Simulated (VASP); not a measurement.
# Zn2As (P1) in VASP: a series of runs

Runs on Zn2As. Level: PBE. Tasks: single point.

Program: VASP 6.6.1. These are calculated values, not measurements. Logs are shortened: lines on timing, memory, paths and dates and some standing lists are left out, and cuts for length are marked.

## 1. The cell of the first run

The typed cell holds 3 atoms: a = 3.970 Å, b = 3.970 Å, c = 3.970 Å, α = 72.62°, β = 72.62°, γ = 72.62°.

## 2. Single point, PBE

INCAR reads:

```
PREC = Accurate
ENCUT = 520
EDIFF = 1E-7
ISMEAR = 0
SIGMA = 0.05
LREAL = False
LASPH = True
NELM = 60
ALGO = Fast
ISIF = 2
LWAVE = False
LCHARG = False
GGA = PE
NBANDS = 22
```

KPOINTS reads:

```
regular mesh
0
Gamma
  5 5 5
```

POSCAR reads:

```
Zn2As
1.0
    2.3509165600      1.3573023100      2.8968634200
   -2.3509165600      1.3573023100      2.8968634200
    0.0000000000     -2.7146046100      2.8968634200
Zn As
2 1
Direct
    0.8649630000      0.8595810000      0.8587330000
    0.1214310000      0.1448680000      0.1248240000
    0.4932990000      0.4998150000      0.4950210000
```

Potentials or basis: VASP PAW PBE potentials, release 64 (Zn, As).

Command:

```bash
cat potpaw_PBE.64/Zn/POTCAR potpaw_PBE.64/As/POTCAR > POTCAR
mpirun -np 1 vasp_std > vasp.out
```

OUTCAR:

```text
PREC = Accurate
   ENCUT = 520
   EDIFF = 1E-7
   ISMEAR = 0
   LREAL = False
   LASPH = True
   NELM = 60
   ISIF = 2
   GGA = PE

 ion  position               nearest neighbor table
   1  0.865  0.860  0.859-   2 2.34   3 2.70   2 2.71   3 2.73   3 2.75   2 2.78   2 2.82
   2  0.121  0.145  0.125-   1 2.34   3 2.70   1 2.71   3 2.71   3 2.77   1 2.78   1 2.82
   3  0.493  0.500  0.495-   1 2.70   2 2.70   2 2.71   1 2.73   1 2.75   2 2.77

  LATTYP: Found a trigonal (rhomboedric) cell.
 ALAT       =     3.9699994845
 COS(alpha) =     0.2986682096

  Lattice vectors:

 A1 = (   2.3509165600,   1.3573023100,   2.8968634200)
 A2 = (  -2.3509165600,   1.3573023100,   2.8968634200)
 A3 = (   0.0000000000,  -2.7146046100,   2.8968634200)

Analysis of symmetry for initial positions (statically):
=====================================================================
 Subroutine PRICEL returns:
 Original cell was already a primitive cell.

 Routine SETGRP: Setting up the symmetry group for a
 trigonal (rhombohedral) supercell.

 Subroutine GETGRP returns: Found  1 space group operations
 (whereof  1 operations were pure point group operations)
 out of a pool of 12 trial point group operations.

The static configuration has the point symmetry C_1 .

Analysis of symmetry for dynamics (positions and initial velocities):
=====================================================================
 Subroutine PRICEL returns:
 Original cell was already a primitive cell.

 Routine SETGRP: Setting up the symmetry group for a
 trigonal (rhombohedral) supercell.

 Subroutine GETGRP returns: Found  1 space group operations
 (whereof  1 operations were pure point group operations)
 out of a pool of 12 trial point group operations.

The dynamic configuration has the point symmetry C_1 .

 Subroutine INISYM returns: Found  1 space group operations
 (whereof  1 operations are pure point group operations),
 and found     1 'primitive' translations

----------------------------------------------------------------------------------------

                                     Primitive cell

  volume of cell :      55.4617

  direct lattice vectors                    reciprocal lattice vectors
     2.350916560  1.357302310  2.896863420     0.212683006  0.122792591  0.115066983
    -2.350916560  1.357302310  2.896863420    -0.212683006  0.122792591  0.115066983
     0.000000000 -2.714604610  2.896863420     0.000000000 -0.245585182  0.115066983

  length of vectors
     3.969999485  3.969999485  3.969999479     0.271205626  0.271205626  0.271205627

  position of ions in fractional coordinates (direct lattice)
     0.864963000  0.859581000  0.858733000
     0.121431000  0.144868000  0.124824000
     0.493299000  0.499815000  0.495021000

  ion indices of the primitive-cell ions
   primitive index   ion index
                 1           1
                 2           2
                 3           3

----------------------------------------------------------------------------------------

 KPOINTS: regular mesh

Automatic generation of k-mesh.
 Grid dimensions read from file:
 generate k-points for:    5    5    5

 Generating k-lattice:

  Cartesian coordinates                     Fractional coordinates (reciprocal lattice)
     0.042536601  0.024558518  0.023013397     0.200000000  0.000000000  0.000000000
    -0.042536601  0.024558518  0.023013397     0.000000000  0.200000000  0.000000000
     0.000000000 -0.049117036  0.023013397     0.000000000  0.000000000  0.200000000

  Length of vectors
     0.054241125  0.054241125  0.054241125

  Shift w.r.t. Gamma in fractional coordinates (k-lattice)
     0.000000000  0.000000000  0.000000000

 Subroutine IBZKPT returns following result:
 ===========================================

 Found     63 irreducible k-points:

 Following reciprocal coordinates:
            Coordinates               Weight
  0.000000  0.000000  0.000000      1.000000
  0.200000  0.000000 -0.000000      2.000000
  0.000000  0.200000 -0.000000      2.000000
 -0.000000 -0.000000  0.200000      2.000000
  0.400000 -0.000000  0.000000      2.000000
 -0.000000  0.400000  0.000000      2.000000
[... 16 lines left out ...]
 -0.200000  0.200000  0.000000      2.000000
  0.200000  0.000000 -0.200000      2.000000
 [... further k-points ...]
   k-points           NKPTS =     63   k-points in BZ     NKDIM =     63   number of bands    NBANDS=     22
   number of dos      NEDOS =    301   number of ions     NIONS =      3
   total plane-waves  NPLWV =  27000
   dimension x,y,z NGX =    30 NGY =   30 NGZ =   30
   dimension x,y,z NGXF=    60 NGYF=   60 NGZF=   60
   ions per type =               2   1
   NGX,Y,Z   is equivalent  to a cutoff of  12.56, 12.56, 12.56 a.u.
   NGXF,Y,Z  is equivalent  to a cutoff of  25.13, 25.13, 25.13 a.u.
 SYSTEM =  unknown system
   PREC   = accura    normal or accurate (medium, high low for compatibility)
   ISTART =      0    job   : 0-new  1-cont  2-samecut
   ICHARG =      2    charge: 1-file 2-atom 10-const
   ISPIN  =      1    spin polarized calculation?
   LNONCOLLINEAR =      F non collinear calculations
   LSORBIT =      F    spin-orbit coupling
   LASPH  =      T    aspherical Exc in radial PAW
   ENCUT  =  520.0 eV  38.22 Ry    6.18 a.u.   7.38  7.38  7.38*2*pi/ulx,y,z
   NELM   =     60;   NELMIN=  2; NELMDL= -5     # of ELM steps
   EDIFF  = 0.1E-06   stopping-criterion for ELM
   LREAL  =      F    real-space projection
   EDIFFG = 0.1E-05   stopping-criterion for IOM
   NSW    =      0    number of steps for IOM
   IBRION =     -1    ionic relax: 0-MD 1-quasi-New 2-CG
   NFREE  =      0    steps in history (QN), initial steepest desc. (CG)
   ISIF   =      2    stress and relaxation
   ISYM   =      2    0-nonsym 1-usesym 2-fastsym
   POTIM  = 0.5000    time-step for ionic-motion
   TEBEG  =    0.0;   TEEND  =   0.0 temperature during run
   PSTRESS=    0.0 pullay stress
   NELECT =      29.0000    total number of electrons
   NUPDOWN=      -1.0000    fix difference up-down
   EMIN   =  10.00;   EMAX   =-10.00  energy-range for DOS
   EFERMI =   0.00;   METHOD = LEGACY
   ISMEAR =     0;   SIGMA  =   0.05  broadening in eV -4-tet -1-fermi 0-gaus
   EFERMI_NEDOS =   21; number of points for ismear=-14 and -15
   IALGO  =     68    algorithm
   IMIX   =      4    mixing-type and parameters
     AMIX     =   0.40;   BMIX     =  1.00
     AMIX_MAG =   1.60;   BMIX_MAG =  1.00
  volume/ion in A,a.u.               =      18.49       124.76
  Fermi-wavevector in a.u.,A,eV,Ry     =   1.318894  2.492348 23.667072  1.739481
  Thomas-Fermi vector in A             =   2.448831
   LORBIT       =      0    0 simple, 1 ext, 2 COOP (PROOUT), +10 PAW based schemes
   GGA     = PE    functional components
   LHFCALC =     F    Hartree Fock is set to
   AEXX    =    0.0000 exact exchange contribution
   IVDW    =     0    specifies the selected vdW correction
   LEPSILON=     F    determine dielectric tensor
   LRPA    =     F    only Hartree local field effects (RPA)
 non-spin polarized calculation
 RMM-DIIS sequential band-by-band and
 Gauss-broadening in eV      SIGMA  =   0.05
  energy-cutoff  :      520.00
  volume of cell :       55.46
 maximum number of plane-waves:      1511
 NGX is ok and might be reduce to    30
   NGX = 15   NGY = 15   NGZ = 15

 number of electron      29.0000000 magnetization

 Free energy of the ion-electron system (eV)
  ---------------------------------------------------
  ext. energy  EPLUGINS =         0.00000000
  ---------------------------------------------------
  free energy    TOTEN  =        -6.08320403 eV

  energy without entropy =       -6.07846448  energy(sigma->0) =       -6.08083425

 E-fermi :   3.0677     XC(G=0): -10.5938

 val. band max:        3.0509954799   @ k =   0.2000  -0.0000   0.4000
 cond. band min:       3.0819327460   @ k =  -0.0000   0.4000   0.2000
 fundamental gap:      0.0309372661
 Fermi energy:         3.0676754447

 k-point     1 :       0.0000    0.0000    0.0000
  band No.  band energies     occupation
      1      -8.9640      2.00000
      2      -4.6424      2.00000
      3      -4.3768      2.00000
      4      -4.3650      2.00000
      5      -4.2097      2.00000
      6      -4.1934      2.00000
[... 14 lines left out ...]
     21      11.4929      0.00000
     22      12.1371      0.00000

 k-point     2 :       0.2000    0.0000   -0.0000
  band No.  band energies     occupation
      1      -8.6486      2.00000
      2      -4.6345      2.00000
      3      -4.4033      2.00000
      4      -4.3238      2.00000
      5      -4.2808      2.00000
      6      -4.2638      2.00000
[... 14 lines left out ...]
     21      10.7603      0.00000
     22      13.2110      0.00000

 k-point     3 :       0.0000    0.2000   -0.0000
  band No.  band energies     occupation
      1      -8.6533      2.00000
      2      -4.6359      2.00000
      3      -4.4012      2.00000
      4      -4.3246      2.00000
      5      -4.3020      2.00000
      6      -4.2835      2.00000
[... 14 lines left out ...]
     21      10.8237      0.00000
     22      13.3617      0.00000

 k-point     4 :      -0.0000   -0.0000    0.2000
  band No.  band energies     occupation
      1      -8.6501      2.00000
      2      -4.6344      2.00000
      3      -4.4022      2.00000
      4      -4.3202      2.00000
      5      -4.2928      2.00000
      6      -4.2737      2.00000
[... 14 lines left out ...]
     21      10.7842      0.00000
     22      13.2580      0.00000

 k-point     5 :       0.4000   -0.0000    0.0000
  band No.  band energies     occupation
      1      -7.9551      2.00000
      2      -4.6167      2.00000
      3      -4.5362      2.00000
      4      -4.4316      2.00000
      5      -4.3304      2.00000
      6      -4.2234      2.00000
[... 417 lines left out ...]
 k-point    22 :       0.0000   -0.2000    0.4000
  band No.  band energies     occupation
      1      -7.6943      2.00000
      2      -4.5978      2.00000
      3      -4.4128      2.00000
      4      -4.3788      2.00000
      5      -4.2306      2.00000
      6      -4.1989      2.00000
[... 14 lines left out ...]
     21      12.1016      0.00000
     22      12.6155      0.00000

 k-point    23 :      -0.2000    0.2000    0.0000
  band No.  band energies     occupation
      1      -8.2434      2.00000
      2      -4.6313      2.00000
      3      -4.4122      2.00000
      4      -4.3718      2.00000
      5      -4.2956      2.00000
      6      -4.2465      2.00000
[... 14 lines left out ...]
     21      12.0485      0.00000
     22      12.3748      0.00000

 k-point    24 :       0.2000    0.0000   -0.2000
  band No.  band energies     occupation
      1      -8.2370      2.00000
      2      -4.6270      2.00000
      3      -4.3904      2.00000
      4      -4.3815      2.00000
      5      -4.2959      2.00000
      6      -4.2139      2.00000
[... 14 lines left out ...]
     21      12.0664      0.00000
     22      12.3847      0.00000

 [... further k-points ...]

------------------------ aborting loop because EDIFF is reached ----------------------------------------

  FORCE on cell =-STRESS in cart. coord.  units (eV):
  Direction    XX          YY          ZZ          XY          YZ          ZX
  --------------------------------------------------------------------------------------
  -------------------------------------------------------------------------------------
  Total       -0.3334001     -0.3042405      1.9653053      0.0720377      0.0428703     -0.2759706
  in kB       -9.6312643     -8.7889007     56.7737449      2.0810266      1.2384363     -7.9722398
  external PRESSURE =      12.7845266 kB  Pullay stress =       0.0000000 kB

 VOLUME and BASIS-vectors are now :
 -----------------------------------------------------------------------------
  energy-cutoff  :      520.00
  volume of cell :       55.46
      direct lattice vectors                 reciprocal lattice vectors
     2.350916560  1.357302310  2.896863420     0.212683006  0.122792591  0.115066983
    -2.350916560  1.357302310  2.896863420    -0.212683006  0.122792591  0.115066983
     0.000000000 -2.714604610  2.896863420     0.000000000 -0.245585182  0.115066983

 POSITION                                       TOTAL-FORCE (eV/Angst)
 -----------------------------------------------------------------------------------
      0.01265      0.00961      7.48340        -0.088785      0.012964     -1.269543
     -0.05510      0.02260      1.13303         0.094989     -0.035387      1.260627
     -0.01532      0.00417      4.31092        -0.006204      0.022423      0.008917
 -----------------------------------------------------------------------------------
    total drift:                                0.000098     -0.000068     -0.000285

  FREE ENERGIE OF THE ION-ELECTRON SYSTEM (eV)
  ---------------------------------------------------
  free  energy   TOTEN  =        -6.0832040270 eV

  energy  without entropy=       -6.0784644796  energy(sigma->0) =       -6.08083425
```

Run time: 34 s. Hardware: 1 thread of AMD EPYC 9R45 (Zen 5), shared host; peak memory 0.18 GiB.

What came out:

| Item | Value |
| --- | --- |
| Free energy | -6.0832 eV |
| Pressure | 1.3 GPa |
| Largest force | 1.273 eV/Å |

Forces in eV/Å, atoms in the order of the input:
```
Zn  -0.089  0.013 -1.270
Zn   0.095 -0.035  1.261
As  -0.006  0.022  0.009
```

Caveat: forces of over 1 eV/Å act on the atoms, so gaps and moduli don't describe the material at rest.

## 3. Single point, PBE

INCAR reads:

```
SYSTEM = Zn2As
  PREC = Accurate
  ENCUT = 520
  EDIFF = 1E-6
  ISMEAR = 0
  SIGMA = 0.05
  LREAL = .False.
  LASPH = .True.
  NELM = 60
  ALGO = Normal
  ISIF = 2
  LWAVE = .False.
  LCHARG = .True.
  GGA = PE
  LELF = .True.
  LVHAR = .True.
  NBANDS = 22
```

KPOINTS reads:

```
Automatic mesh
0
Gamma
  5 5 5
  0 0 0
```

POSCAR is that of step 2.

Potentials or basis: VASP PAW PBE potentials, release 64 (Zn, As).

Command:

```bash
cat potpaw_PBE.64/Zn/POTCAR potpaw_PBE.64/As/POTCAR > POTCAR
mpirun -np 1 vasp_std > vasp.out
```

Wall time 33 s (1 thread of AMD EPYC 9R45 (Zen 5), shared host); peak memory 0.18 GiB.

The run converged. Its results:

```yaml
Free_energy: -6.0832 eV
Pressure: 1.2 GPa
Largest_force: 1.272 eV/Å
```

Forces in eV/Å, atoms in the order of the input:
```
Zn  -0.089  0.013 -1.268
Zn   0.095 -0.035  1.259
As  -0.006  0.022  0.009
```

Stress tensor (GPa, compression positive):
```
-1.02  0.21 -0.80
 0.21 -0.94  0.12
-0.80  0.12  5.62
```

Levels at points of the mesh, in eV from the Fermi level:
```csv
k point,band 11,band 12,band 13,band 14,band 15,band 16,band 17,band 18,band 19,band 20
"(0.00, 0.00, 0.00)",-6.64,-2.84,-0.97,-0.80,0.29,2.53,2.75,4.96,5.95,8.37
```

Caveat: forces of over 1 eV/Å act on the atoms, so gaps and moduli don't describe the material at rest.

## 4. Single point, PBE

INCAR reads:

```
SYSTEM = Zn2As
PREC = Accurate ; ENCUT = 520
EDIFF = 1E-7 ; ISMEAR = -1
SIGMA = 0.1 ; LREAL = .FALSE.
LASPH = .TRUE. ; NELM = 60
ALGO = Fast ; ISIF = 2
LWAVE = .FALSE. ; LCHARG = .TRUE.
GGA = PE ; LELF = .TRUE.
LVHAR = .TRUE. ; NBANDS = 22
```

KPOINTS reads:

```
regular mesh
0
G
  5 5 5
  0 0 0
```

POSCAR is that of step 3.

Potentials or basis: VASP PAW PBE potentials, release 64 (Zn, As).

Command:

```bash
cat potpaw_PBE.64/Zn/POTCAR potpaw_PBE.64/As/POTCAR > POTCAR
mpirun -np 1 vasp_std > vasp.out
```

OUTCAR:

```text
SYSTEM = Zn2As
   PREC = Accurate
   ENCUT = 520
   EDIFF = 1E-7
   ISMEAR = -1
   LREAL = .FALSE.
   LASPH = .TRUE.
   NELM = 60
   ISIF = 2
   GGA = PE

 ion  position               nearest neighbor table
   1  0.865  0.860  0.859-   2 2.34   3 2.70   2 2.71   3 2.73   3 2.75   2 2.78   2 2.82
   2  0.121  0.145  0.125-   1 2.34   3 2.70   1 2.71   3 2.71   3 2.77   1 2.78   1 2.82
   3  0.493  0.500  0.495-   1 2.70   2 2.70   2 2.71   1 2.73   1 2.75   2 2.77

  LATTYP: Found a trigonal (rhomboedric) cell.
 ALAT       =     3.9699994845
 COS(alpha) =     0.2986682096

  Lattice vectors:

 A1 = (   2.3509165600,   1.3573023100,   2.8968634200)
 A2 = (  -2.3509165600,   1.3573023100,   2.8968634200)
 A3 = (   0.0000000000,  -2.7146046100,   2.8968634200)

Analysis of symmetry for initial positions (statically):
=====================================================================
 Subroutine PRICEL returns:
 Original cell was already a primitive cell.

 Routine SETGRP: Setting up the symmetry group for a
 trigonal (rhombohedral) supercell.

[... 166 lines left out ...]

  energy without entropy =       -6.05471126  energy(sigma->0) =       -6.08770802

 E-fermi :   3.1089     XC(G=0): -10.5933

 val. band max:        3.1073702582   @ k =   0.2000  -0.2000   0.4000
 cond. band min:       3.1109977183   @ k =   0.4000   0.2000  -0.2000
 fundamental gap:      0.0036274601
 Fermi energy:         3.1089198408

 k-point     1 :       0.0000    0.0000    0.0000
  band No.  band energies     occupation
      1      -8.9650      2.00000
      2      -4.6398      2.00000
      3      -4.3737      2.00000
      4      -4.3620      2.00000
      5      -4.2058      2.00000
      6      -4.1889      2.00000
[... 589 lines left out ...]
     21      12.0669      0.00000
     22      12.3868      0.00000

 [... further k-points ...]

------------------------ aborting loop because EDIFF is reached ----------------------------------------

  FORCE on cell =-STRESS in cart. coord.  units (eV):
  Direction    XX          YY          ZZ          XY          YZ          ZX
  --------------------------------------------------------------------------------------
  -------------------------------------------------------------------------------------
  Total       -0.2157020     -0.1988502      1.8545199      0.0893569      0.0505540     -0.2391191
  in kB       -6.2311995     -5.7443862     53.5733737      2.5813427      1.4604047     -6.9076738
  external PRESSURE =      13.8659294 kB  Pullay stress =       0.0000000 kB

 VOLUME and BASIS-vectors are now :
 -----------------------------------------------------------------------------
  energy-cutoff  :      520.00
  volume of cell :       55.46
      direct lattice vectors                 reciprocal lattice vectors
     2.350916560  1.357302310  2.896863420     0.212683006  0.122792591  0.115066983
    -2.350916560  1.357302310  2.896863420    -0.212683006  0.122792591  0.115066983
     0.000000000 -2.714604610  2.896863420     0.000000000 -0.245585182  0.115066983

 POSITION                                       TOTAL-FORCE (eV/Angst)
 -----------------------------------------------------------------------------------
      0.01265      0.00961      7.48340        -0.099300      0.014688     -1.265960
     -0.05510      0.02260      1.13303         0.106023     -0.038067      1.257287
     -0.01532      0.00417      4.31092        -0.006723      0.023379      0.008672
 -----------------------------------------------------------------------------------
    total drift:                                0.000098     -0.000068     -0.000285

  FREE ENERGIE OF THE ION-ELECTRON SYSTEM (eV)
  ---------------------------------------------------
  free  energy   TOTEN  =        -6.1207047824 eV

  energy  without entropy=       -6.0547112645  energy(sigma->0) =       -6.08770802
```

It took 43 s on 1 thread of AMD EPYC 9R45 (Zen 5), shared host; peak memory 0.18 GiB.

What came out:

```
Free energy   : -6.1207 eV
Pressure      : 1.4 GPa
Largest force : 1.270 eV/Å
```

Forces on the atoms (eV/Å):
```
Zn  -0.099  0.015 -1.266
Zn   0.106 -0.038  1.257
As  -0.007  0.023  0.009
```

Caveat: forces of over 1 eV/Å act on the atoms, so gaps and moduli don't describe the material at rest.

## 5. Single point, PBE

INCAR reads:

```
PREC = Accurate
ENCUT = 520
EDIFF = 1E-7
ISMEAR = -1
SIGMA = 0.1
LREAL = False
LASPH = True
NELM = 80
ALGO = Normal
ISIF = 2
LWAVE = False
LCHARG = True
GGA = PE
LELF = True
LVHAR = True
NBANDS = 22
```

KPOINTS reads:

```
regular mesh
0
Gamma
  5 5 5
```

POSCAR is that of step 4.

Command:

```bash
cat potpaw_PBE.64/Zn/POTCAR potpaw_PBE.64/As/POTCAR > POTCAR
mpirun -np 1 vasp_std > vasp.out
```

Wall time 36 s (1 thread of AMD EPYC 9R45 (Zen 5), shared host); peak memory 0.18 GiB.

It converged, with:

```yaml
Free_energy: -6.1207 eV
Pressure: 1.4 GPa
Largest_force: 1.269 eV/Å
```

Forces in eV/Å, atoms in the order of the input:
```
Zn  -0.099  0.015 -1.266
Zn   0.106 -0.038  1.257
As  -0.007  0.023  0.009
```

Stress tensor (GPa, compression positive):
```
-0.64  0.26 -0.69
 0.26 -0.60  0.15
-0.69  0.15  5.34
```

Levels at points of the mesh, in eV from the Fermi level:
```
           k point  band 11  band 12  band 13  band 14  band 15  band 16  band 17  band 18  band 19  band 20
(0.00, 0.00, 0.00)    -6.68    -2.88    -1.01    -0.84     0.25     2.49     2.71     4.92     5.91     8.32
```

Caveat: forces of over 1 eV/Å act on the atoms, so gaps and moduli don't describe the material at rest.
